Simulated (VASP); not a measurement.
# AlO2 (Cmcm) in VASP: notebook, part 2 of 2

VASP 6.6.1. The steps go on from the part before.

## (3) Single point, LDA

This run uses another cell than the first one, of 8.32 Å³/atom.

Contents of INCAR:

```
PREC = Accurate ; ENCUT = 520
EDIFF = 1E-6 ; ISMEAR = -1
SIGMA = 0.05 ; LREAL = F
LASPH = T ; NELM = 80
ALGO = Normal ; ISIF = 2
LWAVE = F ; LCHARG = F
GGA = CA ; NBANDS = 24
```

Contents of KPOINTS:

```
Automatic mesh
0
Gamma
  9 9 7
```

Contents of POSCAR:

```
AlO2
1.0
    1.4423634082     -4.8636949204      0.0000000000
    1.4423634082      4.8636949204      0.0000000000
    0.0000000000      0.0000000000      3.5590937665
Al O
2 4
Direct
    0.6614485201      0.3385514799      0.7500000000
    0.3385514799      0.6614485201      0.2500000000
    0.0278794232      0.9721205768      0.7500000000
    0.9721205768      0.0278794232      0.2500000000
    0.2954207225      0.7045792775      0.7500000000
    0.7045792775      0.2954207225      0.2500000000
```

Potentials or basis: VASP PAW LDA potentials, release 64 (Al, O).

Started as:

```bash
cat potpaw_LDA.64/Al/POTCAR potpaw_LDA.64/O/POTCAR > POTCAR
mpirun -np 1 vasp_std > vasp.out
```

OUTCAR:

```text
PREC = Accurate
   ENCUT = 520
   EDIFF = 1E-6
   ISMEAR = -1
   LREAL = F
   LASPH = T
   NELM = 80
   ISIF = 2
   GGA = CA

 ion  position               nearest neighbor table
   1  0.661  0.339  0.750-   6 1.83   6 1.83   3 1.94   3 1.94   5 1.94   5 1.94   2 2.87   2 2.87
                             2 2.87   2 2.87
   2  0.339  0.661  0.250-   5 1.83   5 1.83   4 1.94   4 1.94   6 1.94   6 1.94   1 2.87   1 2.87
                             1 2.87   1 2.87
   3  0.028  0.972  0.750-   4 1.86   4 1.86   1 1.94   1 1.94
   4  0.972  0.028  0.250-   3 1.86   3 1.86   2 1.94   2 1.94
   5  0.295  0.705  0.750-   2 1.83   2 1.83   1 1.94   1 1.94
   6  0.705  0.295  0.250-   1 1.83   1 1.83   2 1.94   2 1.94

  LATTYP: Found a base centered orthorhombic cell.
 ALAT       =     2.8847268164
 B/A-ratio  =     3.3720315510
 C/A-ratio  =     1.2337715122

  Lattice vectors:

 A1 = (   1.4423634082,  -4.8636949204,   0.0000000000)
 A2 = (   1.4423634082,   4.8636949204,   0.0000000000)
 A3 = (   0.0000000000,   0.0000000000,   3.5590937665)

Analysis of symmetry for initial positions (statically):
[... 188 lines left out ...]
 Fermi energy:         6.4015958246

 k-point     1 :       0.0000    0.0000    0.0000
  band No.  band energies     occupation
      1     -14.4048      2.00000
      2     -12.4859      2.00000
      3     -10.2175      2.00000
      4      -9.4743      2.00000
      5      -1.2240      2.00000
      6      -0.1089      2.00000
[... 637 lines left out ...]
     23      20.3644      0.00000
     24      20.3835      0.00000

 [... further k-points ...]

------------------------ aborting loop because EDIFF is reached ----------------------------------------

  FORCE on cell =-STRESS in cart. coord.  units (eV):
  Direction    XX          YY          ZZ          XY          YZ          ZX
  --------------------------------------------------------------------------------------
  -------------------------------------------------------------------------------------
  Total        0.2462115      0.1662750      0.3645924      0.0000000     -0.0000000      0.0000000
  in kB        7.8996617      5.3349105     11.6978944      0.0000000     -0.0000000      0.0000000
  external PRESSURE =       8.3108222 kB  Pullay stress =       0.0000000 kB

 VOLUME and BASIS-vectors are now :
 -----------------------------------------------------------------------------
  energy-cutoff  :      520.00
  volume of cell :       49.94
      direct lattice vectors                 reciprocal lattice vectors
     1.442363408 -4.863694920  0.000000000     0.346653276 -0.102802501  0.000000000
     1.442363408  4.863694920  0.000000000     0.346653276  0.102802501  0.000000000
     0.000000000  0.000000000  3.559093767     0.000000000  0.000000000  0.280970400

 POSITION                                       TOTAL-FORCE (eV/Angst)
 -----------------------------------------------------------------------------------
      1.44236     -1.57047      2.66932         0.000000      0.035071      0.000000
      1.44236      1.57047      0.88977         0.000000     -0.035071      0.000000
      1.44236      4.59250      2.66932         0.000000      0.025795     -0.000000
      1.44236     -4.59250      0.88977         0.000000     -0.025795     -0.000000
      1.44236      1.99002      2.66932         0.000000     -0.015021      0.000000
      1.44236     -1.99002      0.88977         0.000000      0.015021      0.000000
 -----------------------------------------------------------------------------------
    total drift:                                0.000000      0.000000     -0.000000

  FREE ENERGIE OF THE ION-ELECTRON SYSTEM (eV)
  ---------------------------------------------------
  free  energy   TOTEN  =       -45.1711446397 eV

  energy  without entropy=      -45.1711397603  energy(sigma->0) =      -45.17114220
```

It took 1.8 min on 1 thread of Intel Xeon Platinum 8124M at 3.00GHz (Skylake/Cascade Lake), shared host; peak memory 0.22 GiB.

Results:

```
Free energy            : -45.1711 eV
Pressure               : 0.8 GPa
Largest force          : 0.035 eV/Å
Band gap on the k mesh : 1.02 eV (least direct gap 1.08 eV)
```

Forces in eV/Å, atoms in the order of the input:
```
Al   0.000  0.035  0.000
Al   0.000 -0.035  0.000
O    0.000  0.026  0.000
O    0.000 -0.026  0.000
O    0.000 -0.015  0.000
O    0.000  0.015  0.000
```

Stress tensor (GPa, compression positive):
```
0.79 0.00 0.00
0.00 0.53 0.00
0.00 0.00 1.17
```

A k mesh can miss the band edges.

## (4) Single point, r2SCAN

Contents of POSCAR:

```
AlO2
1.0
    1.4881620000     -5.4028330000      0.0000000000
    1.4881620000      5.4028330000      0.0000000000
    0.0000000000      0.0000000000      3.6466120000
Al O
2 4
Direct
    0.6681330000      0.3318670000      0.7500000000
    0.3318670000      0.6681330000      0.2500000000
    0.0610720000      0.9389280000      0.7500000000
    0.9389280000      0.0610720000      0.2500000000
    0.2941840000      0.7058160000      0.7500000000
    0.7058160000      0.2941840000      0.2500000000
```

Contents of INCAR.step1:

```
SYSTEM = AlO2
PREC     = Accurate       ! precision mode
ENCUT    = 520            ! plane-wave cutoff, eV
ISMEAR   = -1             ! smearing method
SIGMA    = 0.05           ! smearing width, eV
LREAL    = .False.        ! projectors in reciprocal space
LASPH    = .True.         ! aspherical terms in the spheres
NELM     = 60             ! most SCF steps
NBANDS   = 24             ! bands
GGA      = PE             ! functional
ALGO     = Normal         ! electronic algorithm
EDIFF    = 1E-4           ! SCF threshold, eV
LWAVE    = .True.         ! write WAVECAR
LCHARG   = .False.        ! write CHGCAR
```

Contents of INCAR.step2:

```
SYSTEM = AlO2
PREC     = Accurate       ! precision mode
ENCUT    = 520            ! plane-wave cutoff, eV
EDIFF    = 1E-6           ! SCF threshold, eV
ISMEAR   = -1             ! smearing method
SIGMA    = 0.05           ! smearing width, eV
LREAL    = .False.        ! projectors in reciprocal space
LASPH    = .True.         ! aspherical terms in the spheres
NELM     = 60             ! most SCF steps
ALGO     = Normal         ! electronic algorithm
ISIF     = 2              ! what is computed and relaxed
LWAVE    = .False.        ! write WAVECAR
LCHARG   = .True.         ! write CHGCAR
METAGGA  = R2SCAN         ! meta-GGA
LMIXTAU  = .True.       
LELF     = .True.         ! ELF
LVHAR    = .True.       
NBANDS   = 24             ! bands
ISTART   = 1
```

Contents of KPOINTS:

```
Automatic mesh
0
Gamma
  9 9 7
  0 0 0
```

Potentials or basis: VASP PAW PBE potentials, release 64 (Al, O).

Started as:

```bash
cat potpaw_PBE.64/Al/POTCAR potpaw_PBE.64/O/POTCAR > POTCAR
cp INCAR.step1 INCAR
mpirun -np 1 vasp_std > vasp.out
cp INCAR.step2 INCAR
mpirun -np 1 vasp_std > vasp.out
```

Run time: 8.8 min. Hardware: 1 thread of Intel Xeon Platinum 8124M at 3.00GHz (Skylake/Cascade Lake), shared host; peak memory 0.29 GiB.

The run converged. Its results:

| Property | Result |
| --- | --- |
| Free energy | -50.8264 eV |
| Pressure | -7.8 GPa |
| Largest force | 0.774 eV/Å |
| Band gap on the k mesh | zero (bands 15 and 16 overlap by 0.39 eV) |

Forces in eV/Å, atoms in the order of the input:
```
Al   0.000  0.072  0.000
Al   0.000 -0.072  0.000
O    0.000  0.774  0.000
O    0.000 -0.774  0.000
O    0.000 -0.024  0.000
O    0.000  0.024  0.000
```

Stress tensor (GPa, compression positive):
```
-8.53  0.00  0.00
 0.00 -7.83  0.00
 0.00  0.00 -7.09
```

Levels at points of the mesh, in eV from the Fermi level:
```
           k point  band 11  band 12  band 13  band 14  band 15  band 16  band 17  band 18  band 19  band 20
(0.00, 0.00, 0.00)    -2.39    -1.92    -1.55    -0.56     0.02     0.08     6.66     9.40    10.75    11.71
```

Caveat: the cell stands under tension; the PAW data sets were made with another functional, which shifts forces and pressure a little.

## (5) Relaxation of cell and atoms, LDA

Contents of INCAR:

```
PREC = Accurate
ENCUT = 600
EDIFF = 1E-7
ISMEAR = -1
SIGMA = 0.05
LREAL = F
LASPH = T
NELM = 80
ALGO = Normal
ISIF = 3
LWAVE = F
LCHARG = F
IBRION = 2
NSW = 60
EDIFFG = -0.01
```

Contents of KPOINTS:

```
Automatic mesh
0
Gamma
  9 9 7
```

POSCAR is that of step 4.

Potentials or basis: VASP PAW LDA potentials, release 64 (Al, O).

Started as:

```bash
cat potpaw_LDA.64/Al/POTCAR potpaw_LDA.64/O/POTCAR > POTCAR
mpirun -np 1 vasp_std > vasp.out
```

It took 30 min on 1 thread of Intel Xeon Platinum 8124M at 3.00GHz (Skylake/Cascade Lake), shared host; peak memory 0.29 GiB.

It converged, with:

```yaml
Free_energy: -45.2155 eV
Relaxed_volume: 8.33 Å³/atom
Relaxed_cell: a = 5.073 Å, b = 5.073 Å, c = 3.561 Å, α = 90.00°, β = 90.00°, γ = 146.94°
Space_group_after_relaxing_to_0.1_Å: Cmcm (No. 63)
Pressure_after_relaxing: -0.1 GPa
Band_gap_on_the_k_mesh: 1.02 eV (least direct gap 1.08 eV)
```

Forces on the atoms (eV/Å):
```
Al   0.000  0.002  0.000
Al   0.000 -0.002  0.000
O    0.000  0.000  0.000
O    0.000  0.000  0.000
O    0.000 -0.002  0.000
O    0.000  0.002  0.000
```

Final structure:
```
CELL_PARAMETERS angstrom
1.44329 -4.86384 0.00000
1.44329 4.86384 0.00000
0.00000 0.00000 3.56134
ATOMIC_POSITIONS crystal
Al 0.66133 0.33867 0.75000
Al 0.33867 0.66133 0.25000
O 0.02776 0.97224 0.75000
O 0.97224 0.02776 0.25000
O 0.29542 0.70458 0.75000
O 0.70458 0.29542 0.25000
```

Levels at points of the mesh, in eV from the valence-band top:
| k point | band 13 | band 14 | band 15 | band 16 | band 17 | band 18 |
| --- | --- | --- | --- | --- | --- | --- |
| (0.00, 0.00, 0.00) | -0.71 | -0.66 | -0.21 | 2.62 | 5.89 | 8.98 |

A k mesh can miss the band edges.

## (6) Overview

| task | level | potentials or basis | cell | cutoff (eV) | gap on the mesh (eV) | pressure (GPa) | largest force (eV/Å) |
| --- | --- | --- | --- | --- | --- | --- | --- |
| single point | LDA | VASP PAW LDA potentials, release 64 (Al, O) | a = 5.604, b = 5.604, c = 3.647 Å, angles 90.0, 90.0, 149.2°, 6 atoms, atomic positions A | 520 | none | -11.2 | 0.49 |
| single point | LDA | VASP PAW LDA potentials, release 64 (Al, O) | a = 5.073, b = 5.073, c = 3.559 Å, angles 90.0, 90.0, 147.0°, 6 atoms, atomic positions B | 520 | 1.02 | 0.8 | 0.04 |
| single point | r2SCAN | VASP PAW PBE potentials, release 64 (Al, O) | a = 5.604, b = 5.604, c = 3.647 Å, angles 90.0, 90.0, 149.2°, 6 atoms, atomic positions A | 520 | none | -7.8 | 0.77 |
| relaxation of cell and atoms | LDA | VASP PAW LDA potentials, release 64 (Al, O) | relaxed from a = 5.604, b = 5.604, c = 3.647 Å, angles 90.0, 90.0, 149.2°, 6 atoms, atomic positions A | 600 | 1.02 | -0.1 | - |

Alike in all rows: no spin polarisation; k mesh 9 × 9 × 7; smearing fermi-dirac 0.05 eV.

Caveats: the cell stands under tension (at least some runs); the PAW data sets were made with another functional, which shifts forces and pressure a little (at least some runs).

Absolute energies hang on the potentials; compare differences alone.
